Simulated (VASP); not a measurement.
## Ta2N: single point with PBEsol

Ta2N:

```xyz
3
Lattice="3.0691 0.0101 -0.0168 -1.5258 2.6836 0.0141 -0.0264 0.0103 4.8507" Properties=species:S:1:pos:R:3 pbc="T T T"
Ta    1.5181    0.9254    3.5919
Ta    0.0241    1.7639    1.2509
N    -0.0252    0.0147    0.0052
```

This cell differs from its parent crystal: atoms moved at random and the cell strained at random.

| Item | Value |
| --- | --- |
| Program | VASP 6.6.1 |
| Task | single point |
| Functional | PBEsol |
| Potentials or basis | VASP PAW PBE potentials, release 64 (Ta_pv, N) |
| Cutoff | 600 eV |
| k mesh | 12 × 12 × 8 |
| Occupations | gaussian, width 0.15 eV |
| Spin | no spin polarisation |

```
Pressure               : -3.3 GPa
Largest force          : 0.580 eV/Å
Band gap on the k mesh : zero (an odd number of electrons rules out a gap without spin polarisation)
```

Forces on the atoms (eV/Å):
```
Ta  -0.211  0.035  0.539
Ta  -0.256  0.261 -0.437
N    0.466 -0.296 -0.102
```

Stress tensor (GPa, compression positive):
```
-1.88 -1.55  1.73
-1.55 -5.28 -0.45
 1.73 -0.45 -2.74
```

Levels at points of the mesh, in eV from the Fermi level:
```
           k point  band 11  band 12  band 13  band 14  band 15  band 16
(0.00, 0.00, 0.00)    -4.94    -0.76    -0.37    -0.16     0.24     0.37
(0.50, 0.00, 0.00)    -4.62    -2.62    -1.24     1.62     2.15     3.83
(0.00, 0.50, 0.00)    -4.66    -2.67    -1.22     1.56     2.03     3.90
(0.50, 0.50, 0.00)    -4.62    -2.55    -1.38     1.73     2.02     3.91
(0.00, 0.00, 0.50)    -3.03    -2.56    -1.24    -0.97     1.76     2.07
(0.50, 0.00, 0.50)    -3.29    -2.17    -2.08    -0.36     0.71     3.40
(0.00, 0.50, 0.50)    -3.36    -2.24    -1.99    -0.53     0.75     3.42
(0.50, 0.50, 0.50)    -3.27    -2.18    -1.99    -0.30     0.65     3.54
```

Wall time 8.3 min on 1 thread of Intel Xeon 8259CL, on a shared host, peak memory 0.6 GiB.

Caveat: the cell differs from its parent crystal (atoms moved at random and the cell strained at random); the cell stands under tension; the PAW data sets were made with another functional, which shifts forces and pressure a little; spin-orbit coupling is left out, which moves the levels of the heavy elements.
